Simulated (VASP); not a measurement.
# K3Na (Pm-3m) in VASP: single point with LDA

Aim: the single point of K3Na with LDA.

All numbers are computed with VASP 6.6.1; they aren't measurements. Logs are shortened: lines on timing, memory, paths and dates and some standing lists are left out, and cuts for length are marked.

### 1 The cell of the first run

It takes space group Pm-3m (No. 221, cubic). The conventional cell has a = 6.369 Å, b = 6.369 Å, c = 6.369 Å, α = 90.00°, β = 90.00°, γ = 90.00°.

### 2 Single point, LDA

INCAR

```
PREC = Accurate
ENCUT = 520
EDIFF = 1E-7
ISMEAR = -1
SIGMA = 0.05
LREAL = False
LASPH = True
NELM = 80
ALGO = Normal
ISIF = 2
LWAVE = False
LCHARG = False
NBANDS = 25
```

KPOINTS

```
Automatic mesh
0
Gamma
  4 4 4
```

POSCAR

```
K3Na
1.0
    6.3693230000      0.0000000000      0.0000000000
    0.0000000000      6.3693230000      0.0000000000
    0.0000000000      0.0000000000      6.3693230000
K Na
3 1
Direct
    0.0000000000      0.5000000000      0.5000000000
    0.5000000000      0.0000000000      0.5000000000
    0.5000000000      0.5000000000      0.0000000000
    0.0000000000      0.0000000000      0.0000000000
```

Potentials or basis: VASP PAW LDA potentials, release 64 (K_sv, Na_pv).

Command:

```sh
$ cat potpaw_LDA.64/K_sv/POTCAR potpaw_LDA.64/Na_pv/POTCAR > POTCAR
$ mpirun -np 1 vasp_std > vasp.out
```

OUTCAR:

```text
PREC = Accurate
   ENCUT = 520
   EDIFF = 1E-7
   ISMEAR = -1
   LREAL = False
   LASPH = True
   NELM = 80
   ISIF = 2

 ion  position               nearest neighbor table
   1  0.000  0.500  0.500-
   2  0.500  0.000  0.500-
   3  0.500  0.500  0.000-
   4  0.000  0.000  0.000-

  LATTYP: Found a simple cubic cell.
 ALAT       =     6.3693230000

  Lattice vectors:

 A1 = (   6.3693230000,   0.0000000000,   0.0000000000)
 A2 = (   0.0000000000,   6.3693230000,   0.0000000000)
 A3 = (   0.0000000000,   0.0000000000,   6.3693230000)

Analysis of symmetry for initial positions (statically):
=====================================================================
 Subroutine PRICEL returns:
 Original cell was already a primitive cell.

 Routine SETGRP: Setting up the symmetry group for a
 simple cubic supercell.

 Subroutine GETGRP returns: Found 48 space group operations
 (whereof 48 operations were pure point group operations)
 out of a pool of 48 trial point group operations.

The static configuration has the point symmetry O_h .

Analysis of symmetry for dynamics (positions and initial velocities):
=====================================================================
 Subroutine PRICEL returns:
 Original cell was already a primitive cell.

 Routine SETGRP: Setting up the symmetry group for a
 simple cubic supercell.

 Subroutine GETGRP returns: Found 48 space group operations
 (whereof 48 operations were pure point group operations)
 out of a pool of 48 trial point group operations.

The dynamic configuration has the point symmetry O_h .

 Subroutine INISYM returns: Found 48 space group operations
 (whereof 48 operations are pure point group operations),
 and found     1 'primitive' translations

----------------------------------------------------------------------------------------

                                     Primitive cell

  volume of cell :     258.3925

  direct lattice vectors                    reciprocal lattice vectors
     6.369323000  0.000000000  0.000000000     0.157002557  0.000000000  0.000000000
     0.000000000  6.369323000  0.000000000     0.000000000  0.157002557  0.000000000
     0.000000000  0.000000000  6.369323000     0.000000000  0.000000000  0.157002557

  length of vectors
     6.369323000  6.369323000  6.369323000     0.157002557  0.157002557  0.157002557
[... 66 lines left out ...]
   LSORBIT =      F    spin-orbit coupling
   LASPH  =      T    aspherical Exc in radial PAW
   ENCUT  =  520.0 eV  38.22 Ry    6.18 a.u.  11.84 11.84 11.84*2*pi/ulx,y,z
   NELM   =     80;   NELMIN=  2; NELMDL= -5     # of ELM steps
   EDIFF  = 0.1E-06   stopping-criterion for ELM
   LREAL  =      F    real-space projection
   EDIFFG = 0.1E-05   stopping-criterion for IOM
   NSW    =      0    number of steps for IOM
   IBRION =     -1    ionic relax: 0-MD 1-quasi-New 2-CG
   NFREE  =      0    steps in history (QN), initial steepest desc. (CG)
   ISIF   =      2    stress and relaxation
   ISYM   =      2    0-nonsym 1-usesym 2-fastsym
   POTIM  = 0.5000    time-step for ionic-motion
   TEBEG  =    0.0;   TEEND  =   0.0 temperature during run
   PSTRESS=    0.0 pullay stress
   NELECT =      34.0000    total number of electrons
   NUPDOWN=      -1.0000    fix difference up-down
   EMIN   =  10.00;   EMAX   =-10.00  energy-range for DOS
   EFERMI =   0.00;   METHOD = LEGACY
   ISMEAR =    -1;   SIGMA  =   0.05  broadening in eV -4-tet -1-fermi 0-gaus
   EFERMI_NEDOS =   21; number of points for ismear=-14 and -15
   IALGO  =     38    algorithm
   IMIX   =      4    mixing-type and parameters
     AMIX     =   0.40;   BMIX     =  1.00
     AMIX_MAG =   1.60;   BMIX_MAG =  1.00
  volume/ion in A,a.u.               =      64.60       435.93
  Fermi-wavevector in a.u.,A,eV,Ry     =   0.832673  1.573524  9.433524  0.693344
  Thomas-Fermi vector in A             =   1.945768
   LORBIT       =      0    0 simple, 1 ext, 2 COOP (PROOUT), +10 PAW based schemes
   GGA     = CA    functional components
   LHFCALC =     F    Hartree Fock is set to
   AEXX    =    0.0000 exact exchange contribution
   IVDW    =     0    specifies the selected vdW correction
   LEPSILON=     F    determine dielectric tensor
   LRPA    =     F    only Hartree local field effects (RPA)
 non-spin polarized calculation
  energy-cutoff  :      520.00
  volume of cell :      258.39
 maximum number of plane-waves:      6984
 NGX is ok and might be reduce to    48
   NGX = 23   NGY = 23   NGZ = 23

 number of electron      33.9999983 magnetization

 Free energy of the ion-electron system (eV)
  ---------------------------------------------------
  ext. energy  EPLUGINS =         0.00000000
  ---------------------------------------------------
  free energy    TOTEN  =        -4.78250614 eV

  energy without entropy =       -4.74584479  energy(sigma->0) =       -4.76417547

 E-fermi :  -0.2769     XC(G=0):  -6.0016

 val. band max:       -0.2817023736   @ k =   0.5000   0.5000   0.2500
 cond. band min:      -0.1693369864   @ k =   0.2500   0.2500   0.2500
 fundamental gap:      0.1123653872
 Fermi energy:        -0.2768889861

 k-point     1 :       0.0000    0.0000    0.0000
  band No.  band energies     occupation
      1     -32.0363      2.00000
      2     -32.0290      2.00000
      3     -32.0290      2.00000
      4     -25.4758      2.00000
      5     -25.4758      2.00000
      6     -25.4758      2.00000
[... 269 lines left out ...]
     24       3.8211      0.00000
     25       3.8250      0.00000

------------------------ aborting loop because EDIFF is reached ----------------------------------------

  FORCE on cell =-STRESS in cart. coord.  units (eV):
  Direction    XX          YY          ZZ          XY          YZ          ZX
  --------------------------------------------------------------------------------------
  -------------------------------------------------------------------------------------
  Total       -0.9351662     -0.9351662     -0.9351662      0.0000000      0.0000000     -0.0000000
  in kB       -5.7985523     -5.7985523     -5.7985523      0.0000000      0.0000000     -0.0000000
  external PRESSURE =      -5.7985523 kB  Pullay stress =       0.0000000 kB

 VOLUME and BASIS-vectors are now :
 -----------------------------------------------------------------------------
  energy-cutoff  :      520.00
  volume of cell :      258.39
      direct lattice vectors                 reciprocal lattice vectors
     6.369323000  0.000000000  0.000000000     0.157002557  0.000000000  0.000000000
     0.000000000  6.369323000  0.000000000     0.000000000  0.157002557  0.000000000
     0.000000000  0.000000000  6.369323000     0.000000000  0.000000000  0.157002557

 POSITION                                       TOTAL-FORCE (eV/Angst)
 -----------------------------------------------------------------------------------
      0.00000      3.18466      3.18466         0.000000      0.000000      0.000000
      3.18466      0.00000      3.18466         0.000000      0.000000      0.000000
      3.18466      3.18466      0.00000         0.000000      0.000000      0.000000
      0.00000      0.00000      0.00000         0.000000      0.000000      0.000000
 -----------------------------------------------------------------------------------
    total drift:                                0.000000     -0.000000     -0.000000

  FREE ENERGIE OF THE ION-ELECTRON SYSTEM (eV)
  ---------------------------------------------------
  free  energy   TOTEN  =        -4.7825061416 eV

  energy  without entropy=       -4.7458447892  energy(sigma->0) =       -4.76417547
```

OSZICAR:

```text
N       E                     dE             d eps       ncg     rms          rms(c)
DAV:   1     0.254241958422E+03    0.25424E+03   -0.15048E+04   564   0.112E+03
DAV:   2     0.177684077986E+02   -0.23647E+03   -0.22969E+03   517   0.341E+02
DAV:   3    -0.352868516550E+01   -0.21297E+02   -0.20513E+02   799   0.823E+01
DAV:   4    -0.473019240307E+01   -0.12015E+01   -0.11905E+01   720   0.163E+01
DAV:   5    -0.479165771320E+01   -0.61465E-01   -0.61441E-01   821   0.283E+00    0.392E+00
DAV:   6    -0.478522684196E+01    0.64309E-02   -0.16904E-02   711   0.636E-01    0.250E+00
DAV:   7    -0.478237297351E+01    0.28539E-02   -0.19443E-02   836   0.560E-01    0.157E-01
DAV:   8    -0.478248020229E+01   -0.10723E-03   -0.27591E-03   653   0.283E-01    0.520E-02
DAV:   9    -0.478250272053E+01   -0.22518E-04   -0.11632E-04   789   0.453E-02    0.271E-02
DAV:  10    -0.478250538680E+01   -0.26663E-05   -0.16738E-05   623   0.213E-02    0.474E-03
DAV:  11    -0.478250609899E+01   -0.71220E-06   -0.15697E-06   679   0.659E-03    0.207E-03
DAV:  12    -0.478250614163E+01   -0.42635E-07   -0.99470E-08   485   0.171E-03
   1 F= -.47825061E+01 E0= -.47641755E+01  d E =-.366614E-01
```

stdout:

```text
POSCAR found type information on POSCAR K Na
 POSCAR found :  2 types and       4 ions
 scaLAPACK will be used
 LDA part: xc-table for (Slater(with rela. corr.)+CA(PZ))
 , standard interpolation
 POSCAR, INCAR and KPOINTS ok, starting setup
 FFT: planning ... GRIDC
 FFT: planning ... GRID_SOFT
 FFT: planning ... GRID
 WAVECAR not read
 entering main loop
```

Wall time 54 s (1 thread of AMD EPYC 7R13 (Zen 3), shared host); peak memory 0.23 GiB.

Results:

- Free energy: -4.7825 eV
- Pressure: -0.6 GPa
- Band gap on the k mesh: zero (bands 17 and 18 overlap by 0.97 eV)

The gap in the log of VASP goes by the Fermi energy; the results here count the filled bands.